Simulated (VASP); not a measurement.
# SnSe (Fm-3m) in VASP: notebook

The runs below take SnSe through single point, with LDA.

Everything below comes from runs of VASP 6.6.1. Logs are shortened: lines on timing, memory, paths and dates and some standing lists are left out, and cuts for length are marked.

### Step 1. The cell of the first run

It takes space group Fm-3m (No. 225, cubic). Conventional cell: a = 6.020 Å, b = 6.020 Å, c = 6.020 Å, α = 90.00°, β = 90.00°, γ = 90.00°. Within 4.0 Å of Sn (site symmetry m-3m) lie 6 Se at 3.01 Å. Se (site symmetry m-3m) has 6 Sn at 3.01 Å within 4.0 Å.

### Step 2. Single point, LDA

Contents of INCAR:

```
ALGO     = Normal         # electronic algorithm
EDIFF    = 1E-6           # SCF threshold, eV
ENCUT    = 520            # plane-wave cutoff, eV
ISIF     = 2              # what is computed and relaxed
ISMEAR   = 0              # smearing method
LASPH    = True           # aspherical terms in the spheres
LCHARG   = True           # write CHGCAR
LELF     = True           # ELF
LREAL    = False          # projectors in reciprocal space
LVHAR    = True         
LWAVE    = False          # write WAVECAR
NBANDS   = 17             # bands
NELM     = 60             # most SCF steps
PREC     = Accurate       # precision mode
SIGMA    = 0.01           # smearing width, eV
```

Contents of KPOINTS:

```
k-points
0
Gamma
  6 6 6
```

Contents of POSCAR:

```
SnSe
1.0
    0.0000000000      3.0100000000      3.0100000000
    3.0100000000      0.0000000000      3.0100000000
    3.0100000000      3.0100000000      0.0000000000
Sn Se
1 1
Direct
    0.0000000000      0.0000000000      0.0000000000
    0.5000000000      0.5000000000      0.5000000000
```

Potentials or basis: VASP PAW LDA potentials, release 64 (Sn_d, Se).

Started as:

```
> cat potpaw_LDA.64/Sn_d/POTCAR potpaw_LDA.64/Se/POTCAR > POTCAR
> mpirun -np 1 vasp_std > vasp.out
```

OUTCAR:

```text
EDIFF = 1E-6
   ENCUT = 520
   ISIF = 2
   ISMEAR = 0
   LASPH = True
   LREAL = False
   NELM = 60
   PREC = Accurate

 ion  position               nearest neighbor table
   1  0.000  0.000  0.000-   2 3.01   2 3.01   2 3.01   2 3.01   2 3.01   2 3.01
   2  0.500  0.500  0.500-   1 3.01   1 3.01   1 3.01   1 3.01   1 3.01   1 3.01

  LATTYP: Found a face centered cubic cell.
 ALAT       =     6.0200000000

  Lattice vectors:

 A1 = (   0.0000000000,   3.0100000000,   3.0100000000)
 A2 = (   3.0100000000,   0.0000000000,   3.0100000000)
 A3 = (   3.0100000000,   3.0100000000,   0.0000000000)

Analysis of symmetry for initial positions (statically):
=====================================================================
 Subroutine PRICEL returns:
 Original cell was already a primitive cell.

 Routine SETGRP: Setting up the symmetry group for a
 face centered cubic supercell.

 Subroutine GETGRP returns: Found 48 space group operations
[... 9 lines left out ...]

 Routine SETGRP: Setting up the symmetry group for a
 face centered cubic supercell.

 Subroutine GETGRP returns: Found 48 space group operations
[... 11 lines left out ...]
                                     Primitive cell

  volume of cell :      54.5418

  direct lattice vectors                    reciprocal lattice vectors
     0.000000000  3.010000000  3.010000000    -0.166112957  0.166112957  0.166112957
     3.010000000  0.000000000  3.010000000     0.166112957 -0.166112957  0.166112957
     3.010000000  3.010000000  0.000000000     0.166112957  0.166112957 -0.166112957

  length of vectors
     4.256782823  4.256782823  4.256782823     0.287716081  0.287716081  0.287716081

  position of ions in fractional coordinates (direct lattice)
     0.000000000  0.000000000  0.000000000
     0.500000000  0.500000000  0.500000000

  ion indices of the primitive-cell ions
   primitive index   ion index
                 1           1
                 2           2

----------------------------------------------------------------------------------------

 KPOINTS: k-points

Automatic generation of k-mesh.
 Grid dimensions read from file:
 generate k-points for:    6    6    6

 Generating k-lattice:

  Cartesian coordinates                     Fractional coordinates (reciprocal lattice)
    -0.027685493  0.027685493  0.027685493     0.166666667  0.000000000  0.000000000
     0.027685493 -0.027685493  0.027685493     0.000000000  0.166666667  0.000000000
     0.027685493  0.027685493 -0.027685493     0.000000000  0.000000000  0.166666667

  Length of vectors
     0.047952680  0.047952680  0.047952680

  Shift w.r.t. Gamma in fractional coordinates (k-lattice)
     0.000000000  0.000000000  0.000000000

 Subroutine IBZKPT returns following result:
 ===========================================

 Found     16 irreducible k-points:

 Following reciprocal coordinates:
            Coordinates               Weight
  0.000000  0.000000  0.000000      1.000000
  0.166667  0.000000  0.000000      8.000000
  0.333333  0.000000  0.000000      8.000000
  0.500000  0.000000  0.000000      4.000000
  0.166667  0.166667  0.000000      6.000000
  0.333333  0.166667  0.000000     24.000000
[... 8 lines left out ...]
 -0.333333  0.333333  0.166667     24.000000
 -0.333333  0.500000  0.166667     12.000000
   k-points           NKPTS =     16   k-points in BZ     NKDIM =     16   number of bands    NBANDS=     17
   number of dos      NEDOS =    301   number of ions     NIONS =      2
   total plane-waves  NPLWV =  32768
   dimension x,y,z NGX =    32 NGY =   32 NGZ =   32
   dimension x,y,z NGXF=    64 NGYF=   64 NGZF=   64
   ions per type =               1   1
   NGX,Y,Z   is equivalent  to a cutoff of  12.50, 12.50, 12.50 a.u.
   NGXF,Y,Z  is equivalent  to a cutoff of  24.99, 24.99, 24.99 a.u.
 SYSTEM =  unknown system
   PREC   = accura    normal or accurate (medium, high low for compatibility)
   ISTART =      0    job   : 0-new  1-cont  2-samecut
   ICHARG =      2    charge: 1-file 2-atom 10-const
   ISPIN  =      1    spin polarized calculation?
   LNONCOLLINEAR =      F non collinear calculations
   LSORBIT =      F    spin-orbit coupling
   LASPH  =      T    aspherical Exc in radial PAW
   ENCUT  =  520.0 eV  38.22 Ry    6.18 a.u.   7.91  7.91  7.91*2*pi/ulx,y,z
   NELM   =     60;   NELMIN=  2; NELMDL= -5     # of ELM steps
   EDIFF  = 0.1E-05   stopping-criterion for ELM
   LREAL  =      F    real-space projection
[... 7 lines left out ...]
   TEBEG  =    0.0;   TEEND  =   0.0 temperature during run
   PSTRESS=    0.0 pullay stress
   NELECT =      20.0000    total number of electrons
   NUPDOWN=      -1.0000    fix difference up-down
   EMIN   =  10.00;   EMAX   =-10.00  energy-range for DOS
   EFERMI =   0.00;   METHOD = LEGACY
   ISMEAR =     0;   SIGMA  =   0.01  broadening in eV -4-tet -1-fermi 0-gaus
   EFERMI_NEDOS =   21; number of points for ismear=-14 and -15
   IALGO  =     38    algorithm
   IMIX   =      4    mixing-type and parameters
     AMIX     =   0.40;   BMIX     =  1.00
     AMIX_MAG =   1.60;   BMIX_MAG =  1.00
  volume/ion in A,a.u.               =      27.27       184.03
  Fermi-wavevector in a.u.,A,eV,Ry     =   1.171768  2.214321 18.681350  1.373040
  Thomas-Fermi vector in A             =   2.308207
   LORBIT       =      0    0 simple, 1 ext, 2 COOP (PROOUT), +10 PAW based schemes
   GGA     = CA    functional components
   LHFCALC =     F    Hartree Fock is set to
   AEXX    =    0.0000 exact exchange contribution
   IVDW    =     0    specifies the selected vdW correction
   LEPSILON=     F    determine dielectric tensor
   LRPA    =     F    only Hartree local field effects (RPA)
 non-spin polarized calculation
 Gauss-broadening in eV      SIGMA  =   0.01
  energy-cutoff  :      520.00
  volume of cell :       54.54
 maximum number of plane-waves:      1484
   NGX = 15   NGY = 15   NGZ = 15

 number of electron      20.0000006 magnetization

 Free energy of the ion-electron system (eV)
  ---------------------------------------------------
  ext. energy  EPLUGINS =         0.00000000
  ---------------------------------------------------
  free energy    TOTEN  =        -9.49320418 eV

  energy without entropy =       -9.49320418  energy(sigma->0) =       -9.49320418

 E-fermi :   5.3742     XC(G=0):  -9.8862

 val. band max:        5.3221689138   @ k =   0.5000   0.0000   0.0000
 cond. band min:       5.9449391507   @ k =   0.5000   0.0000   0.0000
 fundamental gap:      0.6227702369
 Fermi energy:         5.3741997791

 k-point     1 :       0.0000    0.0000    0.0000
  band No.  band energies     occupation
      1     -16.0805      2.00000
      2     -16.0805      2.00000
      3     -16.0780      2.00000
      4     -16.0780      2.00000
      5     -16.0780      2.00000
      6      -8.4607      2.00000
[... 9 lines left out ...]
     16      11.2849      0.00000
     17      13.5711      0.00000

 k-point     2 :       0.1667    0.0000    0.0000
  band No.  band energies     occupation
      1     -16.0821      2.00000
      2     -16.0821      2.00000
      3     -16.0774      2.00000
      4     -16.0751      2.00000
      5     -16.0751      2.00000
      6      -8.2700      2.00000
[... 9 lines left out ...]
     16      11.9102      0.00000
     17      15.2587      0.00000

 k-point     3 :       0.3333    0.0000    0.0000
  band No.  band energies     occupation
      1     -16.0861      2.00000
      2     -16.0861      2.00000
      3     -16.0761      2.00000
      4     -16.0685      2.00000
      5     -16.0685      2.00000
      6      -7.8134      2.00000
[... 9 lines left out ...]
     16      13.5418      0.00000
     17      17.1461      0.00000

 k-point     4 :       0.5000    0.0000    0.0000
  band No.  band energies     occupation
      1     -16.0882      2.00000
      2     -16.0882      2.00000
      3     -16.0756      2.00000
      4     -16.0652      2.00000
      5     -16.0652      2.00000
      6      -7.5261      2.00000
[... 9 lines left out ...]
     16      15.6413      0.00000
     17      15.6413      0.00000

 k-point     5 :       0.1667    0.1667    0.0000
  band No.  band energies     occupation
      1     -16.0858      2.00000
      2     -16.0797      2.00000
      3     -16.0785      2.00000
      4     -16.0737      2.00000
      5     -16.0737      2.00000
      6      -8.2064      2.00000
[... 9 lines left out ...]
     16      12.9567      0.00000
     17      13.9777      0.00000

 k-point     6 :       0.3333    0.1667    0.0000
  band No.  band energies     occupation
      1     -16.0909      2.00000
      2     -16.0801      2.00000
      3     -16.0790      2.00000
      4     -16.0696      2.00000
      5     -16.0675      2.00000
      6      -7.8354      2.00000
[... 9 lines left out ...]
     16      14.4520      0.00000
     17      16.0176      0.00000

 k-point     7 :       0.5000    0.1667    0.0000
  band No.  band energies     occupation
      1     -16.0926      2.00000
      2     -16.0839      2.00000
      3     -16.0750      2.00000
      4     -16.0677      2.00000
      5     -16.0643      2.00000
      6      -7.4651      2.00000
[... 9 lines left out ...]
     16      15.8103      0.00000
     17      16.1441      0.00000

 k-point     8 :      -0.3333    0.1667    0.0000
  band No.  band energies     occupation
      1     -16.0892      2.00000
      2     -16.0856      2.00000
      3     -16.0740      2.00000
      4     -16.0677      2.00000
      5     -16.0675      2.00000
      6      -7.5603      2.00000
[... 9 lines left out ...]
     16      14.7744      0.00000
     17      16.4687      0.00000

 k-point     9 :      -0.1667    0.1667    0.0000
  band No.  band energies     occupation
      1     -16.0845      2.00000
      2     -16.0840      2.00000
      3     -16.0766      2.00000
      4     -16.0733      2.00000
      5     -16.0698      2.00000
      6      -7.9864      2.00000
[... 9 lines left out ...]
     16      14.0048      0.00000
     17      14.6800      0.00000

 k-point    10 :       0.3333    0.3333    0.0000
  band No.  band energies     occupation
      1     -16.1003      2.00000
      2     -16.0831      2.00000
      3     -16.0746      2.00000
      4     -16.0646      2.00000
      5     -16.0646      2.00000
      6      -7.6074      2.00000
[... 9 lines left out ...]
     16      15.9534      0.00000
     17      16.3372      0.00000

 k-point    11 :       0.5000    0.3333    0.0000
  band No.  band energies     occupation
      1     -16.1034      2.00000
      2     -16.0813      2.00000
      3     -16.0760      2.00000
      4     -16.0633      2.00000
      5     -16.0619      2.00000
      6      -7.3277      2.00000
[... 9 lines left out ...]
     16      16.5237      0.00000
     17      16.8919      0.00000

 k-point    12 :      -0.3333    0.3333    0.0000
  band No.  band energies     occupation
      1     -16.0975      2.00000
      2     -16.0806      2.00000
      3     -16.0742      2.00000
      4     -16.0676      2.00000
      5     -16.0643      2.00000
      6      -7.3022      2.00000
[... 9 lines left out ...]
     16      14.5084      0.00000
     17      16.9503      0.00000

 k-point    13 :       0.5000    0.5000    0.0000
  band No.  band energies     occupation
      1     -16.1094      2.00000
      2     -16.0848      2.00000
      3     -16.0727      2.00000
      4     -16.0600      2.00000
      5     -16.0600      2.00000
      6      -7.2501      2.00000
[... 9 lines left out ...]
     16      16.9728      0.00000
     17      18.0782      0.00000

 k-point    14 :       0.5000    0.3333    0.1667
  band No.  band energies     occupation
      1     -16.0956      2.00000
      2     -16.0803      2.00000
      3     -16.0777      2.00000
      4     -16.0667      2.00000
      5     -16.0649      2.00000
      6      -7.4961      2.00000
[... 9 lines left out ...]
     16      15.3660      0.00000
     17      15.8809      0.00000

 k-point    15 :      -0.3333    0.3333    0.1667
  band No.  band energies     occupation
      1     -16.0970      2.00000
      2     -16.0814      2.00000
      3     -16.0725      2.00000
      4     -16.0710      2.00000
      5     -16.0623      2.00000
      6      -7.3021      2.00000
[... 9 lines left out ...]
     16      16.8427      0.00000
     17      16.8505      0.00000

 k-point    16 :      -0.3333    0.5000    0.1667
  band No.  band energies     occupation
      1     -16.1030      2.00000
      2     -16.0787      2.00000
      3     -16.0772      2.00000
      4     -16.0664      2.00000
      5     -16.0600      2.00000
      6      -7.2284      2.00000
[... 9 lines left out ...]
     16      16.5857      0.00000
     17      18.1821      0.00000

------------------------ aborting loop because EDIFF is reached ----------------------------------------

  FORCE on cell =-STRESS in cart. coord.  units (eV):
  Direction    XX          YY          ZZ          XY          YZ          ZX
  --------------------------------------------------------------------------------------
  -------------------------------------------------------------------------------------
  Total       -1.2198681     -1.2198681     -1.2198681     -0.0000000      0.0000000     -0.0000000
  in kB      -35.8338925    -35.8338925    -35.8338925     -0.0000000      0.0000000     -0.0000000
  external PRESSURE =     -35.8338925 kB  Pullay stress =       0.0000000 kB

 VOLUME and BASIS-vectors are now :
 -----------------------------------------------------------------------------
  energy-cutoff  :      520.00
  volume of cell :       54.54
      direct lattice vectors                 reciprocal lattice vectors
     0.000000000  3.010000000  3.010000000    -0.166112957  0.166112957  0.166112957
     3.010000000  0.000000000  3.010000000     0.166112957 -0.166112957  0.166112957
     3.010000000  3.010000000  0.000000000     0.166112957  0.166112957 -0.166112957

 POSITION                                       TOTAL-FORCE (eV/Angst)
 -----------------------------------------------------------------------------------
      0.00000      0.00000      0.00000        -0.000000      0.000000      0.000000
      3.01000      3.01000      3.01000         0.000000     -0.000000     -0.000000
 -----------------------------------------------------------------------------------
    total drift:                                0.000000     -0.000000     -0.000000

  FREE ENERGIE OF THE ION-ELECTRON SYSTEM (eV)
  ---------------------------------------------------
  free  energy   TOTEN  =        -9.4932041776 eV

  energy  without entropy=       -9.4932041776  energy(sigma->0) =       -9.49320418
```

Wall time 8.1 s (1 thread of Intel Xeon Platinum 8488C (Sapphire Rapids), shared host); peak memory 0.15 GiB.

Results:

```
Free energy            : -9.4932 eV
Pressure               : -3.6 GPa
Band gap on the k mesh : 0.62 eV, direct
```

Levels at points of the mesh, in eV from the valence-band top:
```tsv
k point	band 6	band 7	band 8	band 9	band 10	band 11	band 12	band 13	band 14	band 15
(0.00, 0.00, 0.00)	-13.78	-5.09	-2.08	-2.08	-2.08	4.32	4.32	4.32	5.96	5.96
(0.50, 0.00, 0.00)	-12.85	-8.01	-1.82	-1.82	0.00	0.62	1.29	1.29	8.25	10.15
(0.50, 0.50, 0.00)	-12.57	-6.01	-5.38	-3.53	-3.53	3.09	5.35	5.35	5.97	10.61
```

Caveat: spin-orbit coupling is left out, which moves the levels of the heavy elements.

[end of part 1 of 2]
